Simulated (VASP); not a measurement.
# C (R-3m) in VASP: a series of runs

C is run at these levels: PBE; tasks: single point.

Program: VASP 6.6.1. These are calculated values, not measurements. Logs are shortened: lines on timing, memory, paths and dates and some standing lists are left out, and cuts for length are marked.

### 1 The cell of the first run

Symmetry: R-3m, No. 166, trigonal system. The conventional cell has a = 2.416 Å, b = 2.416 Å, c = 24.341 Å, α = 90.00°, β = 90.00°, γ = 120.00°. Within 1.9 Å of C (site symmetry 3m) lie 3 C at 1.39 Å. Within 1.9 Å of C (site symmetry 3m) lie 3 C at 1.39 Å.

### 2 Single point, PBE (10.25 Å³/atom)

Input file INCAR:

```
PREC     = Accurate       # precision mode
ENCUT    = 520            # plane-wave cutoff, eV
EDIFF    = 1E-7           # SCF threshold, eV
ISMEAR   = -1             # smearing method
SIGMA    = 0.05           # smearing width, eV
LREAL    = F              # projectors in reciprocal space
LASPH    = T              # aspherical terms in the spheres
NELM     = 80             # most SCF steps
ALGO     = Normal         # electronic algorithm
ISIF     = 2              # what is computed and relaxed
LWAVE    = F              # write WAVECAR
LCHARG   = F              # write CHGCAR
GGA      = PE             # functional
NBANDS   = 16             # bands
```

Input file KPOINTS:

```
regular mesh
0
Gamma
  12 12 12
```

Input file POSCAR:

```
C
1.0
    1.2080139297      0.6974471676      8.1135346977
   -1.2080139297      0.6974471676      8.1135346977
    0.0000000000     -1.3948943350      8.1135346977
C
4
Direct
    0.0871730800      0.0871730800      0.0871730800
    0.7538500600      0.7538500600      0.7538500600
    0.2461499400      0.2461499400      0.2461499400
    0.9128269200      0.9128269200      0.9128269200
```

Potentials or basis: VASP PAW PBE potentials, release 64 (C).

Command:

```
$ cat potpaw_PBE.64/C/POTCAR > POTCAR
$ mpirun -np 1 vasp_std > vasp.out
```

OUTCAR:

```text
PREC = Accurate
   ENCUT = 520
   EDIFF = 1E-7
   ISMEAR = -1
   LREAL = F
   LASPH = T
   NELM = 80
   ISIF = 2
   GGA = PE

 ion  position               nearest neighbor table
   1  0.087  0.087  0.087-   2 1.39   2 1.39   2 1.39
   2  0.754  0.754  0.754-   1 1.39   1 1.39   1 1.39
   3  0.246  0.246  0.246-   4 1.39   4 1.39   4 1.39
   4  0.913  0.913  0.913-   3 1.39   3 1.39   3 1.39

  LATTYP: Found a trigonal (rhomboedric) cell.
 ALAT       =     8.2325679770
 COS(alpha) =     0.9569371044

  Lattice vectors:

 A1 = (   1.2080139297,   0.6974471676,   8.1135346977)
 A2 = (  -1.2080139297,   0.6974471676,   8.1135346977)
 A3 = (   0.0000000000,  -1.3948943350,   8.1135346977)

Analysis of symmetry for initial positions (statically):
=====================================================================
 Subroutine PRICEL returns:
 Original cell was already a primitive cell.

 Routine SETGRP: Setting up the symmetry group for a
 trigonal (rhombohedral) supercell.

 Subroutine GETGRP returns: Found 12 space group operations
 (whereof 12 operations were pure point group operations)
 out of a pool of 12 trial point group operations.

The static configuration has the point symmetry D_3d.

Analysis of symmetry for dynamics (positions and initial velocities):
=====================================================================
 Subroutine PRICEL returns:
 Original cell was already a primitive cell.

 Routine SETGRP: Setting up the symmetry group for a
 trigonal (rhombohedral) supercell.

 Subroutine GETGRP returns: Found 12 space group operations
 (whereof 12 operations were pure point group operations)
 out of a pool of 12 trial point group operations.

The dynamic configuration has the point symmetry D_3d.

 Subroutine INISYM returns: Found 12 space group operations
 (whereof 12 operations are pure point group operations),
 and found     1 'primitive' translations

----------------------------------------------------------------------------------------

                                     Primitive cell

  volume of cell :      41.0152

  direct lattice vectors                    reciprocal lattice vectors
     1.208013930  0.697447168  8.113534698     0.413902512  0.238966727  0.041083615
    -1.208013930  0.697447168  8.113534698    -0.413902512  0.238966727  0.041083615
     0.000000000 -1.394894335  8.113534698     0.000000000 -0.477933453  0.041083615

  length of vectors
     8.232567977  8.232567977  8.232567977     0.479695997  0.479695997  0.479695997

  position of ions in fractional coordinates (direct lattice)
     0.087173080  0.087173080  0.087173080
     0.753850060  0.753850060  0.753850060
     0.246149940  0.246149940  0.246149940
     0.912826920  0.912826920  0.912826920

  ion indices of the primitive-cell ions
   primitive index   ion index
                 1           1
                 2           2
                 3           3
                 4           4

----------------------------------------------------------------------------------------

 KPOINTS: regular mesh

Automatic generation of k-mesh.
 Grid dimensions read from file:
 generate k-points for:   12   12   12

 Generating k-lattice:

  Cartesian coordinates                     Fractional coordinates (reciprocal lattice)
     0.034491876  0.019913894  0.003423635     0.083333333 -0.000000000  0.000000000
    -0.034491876  0.019913894  0.003423635    -0.000000000  0.083333333  0.000000000
     0.000000000 -0.039827788  0.003423635     0.000000000  0.000000000  0.083333333

  Length of vectors
     0.039974666  0.039974666  0.039974666

  Shift w.r.t. Gamma in fractional coordinates (k-lattice)
     0.000000000  0.000000000  0.000000000

 Subroutine IBZKPT returns following result:
 ===========================================

 Found    189 irreducible k-points:

 Following reciprocal coordinates:
            Coordinates               Weight
  0.000000  0.000000  0.000000      1.000000
  0.083333  0.000000  0.000000      6.000000
  0.166667  0.000000  0.000000      6.000000
  0.250000  0.000000  0.000000      6.000000
  0.333333 -0.000000  0.000000      6.000000
  0.416667  0.000000 -0.000000      6.000000
[... 16 lines left out ...]
  0.500000  0.166667  0.000000     12.000000
 -0.416667  0.166667  0.000000     12.000000
 [... further k-points ...]
   k-points           NKPTS =    189   k-points in BZ     NKDIM =    189   number of bands    NBANDS=     16
   number of dos      NEDOS =    301   number of ions     NIONS =      4
   total plane-waves  NPLWV = 262144
   dimension x,y,z NGX =    64 NGY =   64 NGZ =   64
   dimension x,y,z NGXF=   128 NGYF=  128 NGZF=  128
   ions per type =               4
   NGX,Y,Z   is equivalent  to a cutoff of  12.92, 12.92, 12.92 a.u.
   NGXF,Y,Z  is equivalent  to a cutoff of  25.85, 25.85, 25.85 a.u.
 SYSTEM =  unknown system
   PREC   = accura    normal or accurate (medium, high low for compatibility)
   ISTART =      0    job   : 0-new  1-cont  2-samecut
   ICHARG =      2    charge: 1-file 2-atom 10-const
   ISPIN  =      1    spin polarized calculation?
   LNONCOLLINEAR =      F non collinear calculations
   LSORBIT =      F    spin-orbit coupling
   LASPH  =      T    aspherical Exc in radial PAW
   ENCUT  =  520.0 eV  38.22 Ry    6.18 a.u.  15.31 15.31 15.31*2*pi/ulx,y,z
   NELM   =     80;   NELMIN=  2; NELMDL= -5     # of ELM steps
   EDIFF  = 0.1E-06   stopping-criterion for ELM
   LREAL  =      F    real-space projection
   EDIFFG = 0.1E-05   stopping-criterion for IOM
   NSW    =      0    number of steps for IOM
   IBRION =     -1    ionic relax: 0-MD 1-quasi-New 2-CG
   NFREE  =      0    steps in history (QN), initial steepest desc. (CG)
   ISIF   =      2    stress and relaxation
   ISYM   =      2    0-nonsym 1-usesym 2-fastsym
   POTIM  = 0.5000    time-step for ionic-motion
   TEBEG  =    0.0;   TEEND  =   0.0 temperature during run
   PSTRESS=    0.0 pullay stress
   NELECT =      16.0000    total number of electrons
   NUPDOWN=      -1.0000    fix difference up-down
   EMIN   =  10.00;   EMAX   =-10.00  energy-range for DOS
   EFERMI =   0.00;   METHOD = LEGACY
   ISMEAR =    -1;   SIGMA  =   0.05  broadening in eV -4-tet -1-fermi 0-gaus
   EFERMI_NEDOS =   21; number of points for ismear=-14 and -15
   IALGO  =     38    algorithm
   IMIX   =      4    mixing-type and parameters
     AMIX     =   0.40;   BMIX     =  1.00
     AMIX_MAG =   1.60;   BMIX_MAG =  1.00
  volume/ion in A,a.u.               =      10.25        69.20
  Fermi-wavevector in a.u.,A,eV,Ry     =   1.196189  2.260470 19.468156  1.430869
  Thomas-Fermi vector in A             =   2.332136
   LORBIT       =      0    0 simple, 1 ext, 2 COOP (PROOUT), +10 PAW based schemes
   GGA     = PE    functional components
   LHFCALC =     F    Hartree Fock is set to
   AEXX    =    0.0000 exact exchange contribution
   IVDW    =     0    specifies the selected vdW correction
   LEPSILON=     F    determine dielectric tensor
   LRPA    =     F    only Hartree local field effects (RPA)
 non-spin polarized calculation
  energy-cutoff  :      520.00
  volume of cell :       41.02
 maximum number of plane-waves:      1130
 NGX is ok and might be reduce to    64
   NGX = 31   NGY = 31   NGZ = 31

 number of electron      16.0000000 magnetization

 Free energy of the ion-electron system (eV)
  ---------------------------------------------------
  ext. energy  EPLUGINS =         0.00000000
  ---------------------------------------------------
  free energy    TOTEN  =       -36.76420996 eV

  energy without entropy =      -36.76279409  energy(sigma->0) =      -36.76350202

 E-fermi :   3.4946     XC(G=0):  -9.1370

 val. band max:        3.3926101380   @ k =  -0.2500   0.4167   0.0833
 cond. band min:       3.5952087640   @ k =  -0.3333   0.3333   0.0000
 fundamental gap:      0.2025986260
 Fermi energy:         3.4945624431

 k-point     1 :       0.0000    0.0000    0.0000
  band No.  band energies     occupation
      1     -16.5531      2.00000
      2     -16.4914      2.00000
      3      -4.8692      2.00000
      4      -4.1972      2.00000
      5       0.4811      2.00000
      6       0.4811      2.00000
[... 8 lines left out ...]
     15      14.7255      0.00000
     16      15.6643      0.00000

 k-point     2 :       0.0833    0.0000    0.0000
  band No.  band energies     occupation
      1     -16.3826      2.00000
      2     -16.3219      2.00000
      3      -4.6600      2.00000
      4      -3.9955      2.00000
      5      -0.1866      2.00000
      6      -0.1825      2.00000
[... 8 lines left out ...]
     15      14.9734      0.00000
     16      15.0445      0.00000

 k-point     3 :       0.1667    0.0000    0.0000
  band No.  band energies     occupation
      1     -15.8728      2.00000
      2     -15.8150      2.00000
      3      -4.0377      2.00000
      4      -3.3960      2.00000
      5      -1.8733      2.00000
      6      -1.8655      2.00000
[... 8 lines left out ...]
     15      14.9026      0.00000
     16      14.9122      0.00000

 k-point     4 :       0.2500    0.0000    0.0000
  band No.  band energies     occupation
      1     -15.0296      2.00000
      2     -14.9762      2.00000
      3      -4.0422      2.00000
      4      -4.0292      2.00000
      5      -3.0206      2.00000
      6      -2.4184      2.00000
[... 8 lines left out ...]
     15      16.6769      0.00000
     16      17.6062      0.00000

 k-point     5 :       0.3333   -0.0000    0.0000
  band No.  band energies     occupation
      1     -13.8643      2.00000
      2     -13.8167      2.00000
      3      -6.3258      2.00000
      4      -6.3068      2.00000
      5      -2.4261      2.00000
      6      -2.4224      2.00000
[... 8 lines left out ...]
     15      17.9914      0.00000
     16      19.3488      0.00000

 k-point     6 :       0.4167    0.0000   -0.0000
  band No.  band energies     occupation
      1     -12.4036      2.00000
      2     -12.3625      2.00000
      3      -8.5135      2.00000
      4      -8.4880      2.00000
      5      -2.9240      2.00000
      6      -2.9203      2.00000
[... 8 lines left out ...]
     15      17.1166      0.00000
     16      18.6839      0.00000
[... 267 lines left out ...]
 k-point    21 :       0.3333    0.1667    0.0000
  band No.  band energies     occupation
      1     -14.5267      2.00000
      2     -14.4797      2.00000
      3      -4.3579      2.00000
      4      -4.3465      2.00000
      5      -3.1004      2.00000
      6      -3.0919      2.00000
[... 8 lines left out ...]
     15      15.8827      0.00000
     16      15.9462      0.00000

 k-point    22 :       0.4167    0.1667    0.0000
  band No.  band energies     occupation
      1     -13.3723      2.00000
      2     -13.3312      2.00000
      3      -6.1531      2.00000
      4      -6.1340      2.00000
      5      -4.1970      2.00000
      6      -4.1892      2.00000
[... 8 lines left out ...]
     15      17.0964      0.00000
     16      17.4642      0.00000

 k-point    23 :       0.5000    0.1667    0.0000
  band No.  band energies     occupation
      1     -11.9321      2.00000
      2     -11.8973      2.00000
      3      -8.1564      2.00000
      4      -8.1300      2.00000
      5      -4.7856      2.00000
      6      -4.7777      2.00000
[... 8 lines left out ...]
     15      17.0302      0.00000
     16      17.1604      0.00000

 k-point    24 :      -0.4167    0.1667    0.0000
  band No.  band energies     occupation
      1     -10.5812      2.00000
      2     -10.5481      2.00000
      3      -9.7170      2.00000
      4      -9.6901      2.00000
      5      -4.9747      2.00000
      6      -4.9665      2.00000
[... 8 lines left out ...]
     15      15.2108      0.00000
     16      16.9830      0.00000

 [... further k-points ...]

------------------------ aborting loop because EDIFF is reached ----------------------------------------

  FORCE on cell =-STRESS in cart. coord.  units (eV):
  Direction    XX          YY          ZZ          XY          YZ          ZX
  --------------------------------------------------------------------------------------
  -------------------------------------------------------------------------------------
  Total        6.0841338      6.0841338      0.0635449      0.0000000      0.0000000      0.0000000
  in kB      237.6647300    237.6647300      2.4822559      0.0000000      0.0000000      0.0000000
  external PRESSURE =     159.2705720 kB  Pullay stress =       0.0000000 kB

 VOLUME and BASIS-vectors are now :
 -----------------------------------------------------------------------------
  energy-cutoff  :      520.00
  volume of cell :       41.02
      direct lattice vectors                 reciprocal lattice vectors
     1.208013930  0.697447168  8.113534698     0.413902512  0.238966727  0.041083615
    -1.208013930  0.697447168  8.113534698    -0.413902512  0.238966727  0.041083615
     0.000000000 -1.394894335  8.113534698     0.000000000 -0.477933453  0.041083615

 POSITION                                       TOTAL-FORCE (eV/Angst)
 -----------------------------------------------------------------------------------
      0.00000      0.00000      2.12185         0.000000     -0.000000     -0.006259
      0.00000      0.00000     18.34917         0.000000     -0.000000     -0.013005
      0.00000      0.00000      5.99144         0.000000      0.000000      0.013005
      0.00000      0.00000     22.21876         0.000000      0.000000      0.006259
 -----------------------------------------------------------------------------------
    total drift:                               -0.000000     -0.000000      0.000000

  FREE ENERGIE OF THE ION-ELECTRON SYSTEM (eV)
  ---------------------------------------------------
  free  energy   TOTEN  =       -36.7642099554 eV

  energy  without entropy=      -36.7627940871  energy(sigma->0) =      -36.76350202
```

Run time: 14 min. Hardware: 1 thread of AMD EPYC 9R14 (Zen 4), shared host; peak memory 0.53 GiB.

Results:

* Free energy: -36.7642 eV
* Pressure: 15.9 GPa
* Largest force: 0.013 eV/Å

Forces in eV/Å, atoms in the order of the input:
```
C    0.000  0.000 -0.006
C    0.000  0.000 -0.013
C    0.000  0.000  0.013
C    0.000  0.000  0.006
```

Stress tensor (GPa, compression positive):
```
23.77  0.00  0.00
 0.00 23.77  0.00
 0.00  0.00  0.25
```

Caveat: the stress differs along the axes, from 0 to 24 GPa; this functional lacks dispersion, which binds layers or chains, so the pressure and a relaxed spacing across them are unreliable.

### 3 Single point, PBE

This run uses another cell than the first one, of 10.91 Å³/atom.

Input file INCAR:

```
SYSTEM = C
ALGO = Normal
EDIFF = 1E-6
ENCUT = 520
GGA = PE
ISIF = 2
ISMEAR = -1
LASPH = .TRUE.
LCHARG = .FALSE.
LREAL = .FALSE.
LWAVE = .FALSE.
NBANDS = 16
NELM = 100
PREC = Accurate
SIGMA = 0.05
```

Input file KPOINTS:

```
k-points
0
G
  12 12 12
  0 0 0
```

Input file POSCAR:

```
C
1.0
    1.2331880975      0.7119814801      8.2826151019
   -1.2331880975      0.7119814801      8.2826151019
    0.0000000000     -1.4239629601      8.2826151019
C
4
Direct
    0.0871730800      0.0871730800      0.0871730800
    0.7538500600      0.7538500600      0.7538500600
    0.2461499400      0.2461499400      0.2461499400
    0.9128269200      0.9128269200      0.9128269200
```

Potentials or basis: VASP PAW PBE potentials, release 64 (C).

Command:

```
$ cat potpaw_PBE.64/C/POTCAR > POTCAR
$ mpirun -np 1 vasp_std > vasp.out
```

Wall time 13 min (1 thread of AMD EPYC 9R14 (Zen 4), shared host); peak memory 0.52 GiB.

The run converged. Its results:

```yaml
Free_energy: -36.8941 eV
Pressure: 0.5 GPa
Largest_force: 0.011 eV/Å
```

Forces on the atoms (eV/Å):
```
C    0.000  0.000 -0.004
C    0.000  0.000 -0.011
C    0.000  0.000  0.011
C    0.000  0.000  0.004
```

Stress tensor (GPa, compression positive):
```
0.64 0.00 0.00
0.00 0.64 0.00
0.00 0.00 0.16
```

Caveat: this functional lacks dispersion, which binds layers or chains, so the pressure and a relaxed spacing across them are unreliable.
